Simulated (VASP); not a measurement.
A run of VASP 6.6.1 is set up as follows.

Contents of INCAR:

```
PREC = Accurate
ENCUT = 520
EDIFF = 1E-7
ISMEAR = -1
SIGMA = 0.1
LREAL = F
LASPH = T
NELM = 80
ALGO = Normal
ISIF = 2
LWAVE = F
LCHARG = F
GGA = B5
ALDAX = 1.0
AGGAX = 1.0
AGGAC = 1.0
ALDAC = 0.0
NBANDS = 10
```

KPOINTS

```
regular mesh
0
Gamma
  17 17 12
```

POSCAR

```
Al
1.0
   -3.1438591665      2.7384671052      1.3370056165
    2.7384671052     -3.1438591665      1.3370056165
    2.4158855365      2.4158855365     -2.0794819193
Al
2
Direct
    0.9885491666      0.0114508334      0.0000000000
    0.7614508334      0.2385491666      0.5000000000
```

Potentials or basis: VASP PAW PBE potentials, release 64 (Al).

Launch:

```console
$ cat potpaw_PBE.64/Al/POTCAR > POTCAR
$ mpirun -np 1 vasp_std > vasp.out
```

Q: Estimate the pressure.

A: 9.5 GPa.

Q: Estimate the band gap on the k mesh.

A: Zero (bands 3 and 4 overlap by 9.74 eV).

Q: What does it give for the largest force?

A: 0.081 eV/Å.

Forces in eV/Å, atoms in the order of the input:
```
Al  -0.057  0.057  0.000
Al   0.057 -0.057  0.000
```

Caveat: the cell stands under pressure; the PAW data sets were made with another functional, which shifts forces and pressure a little.
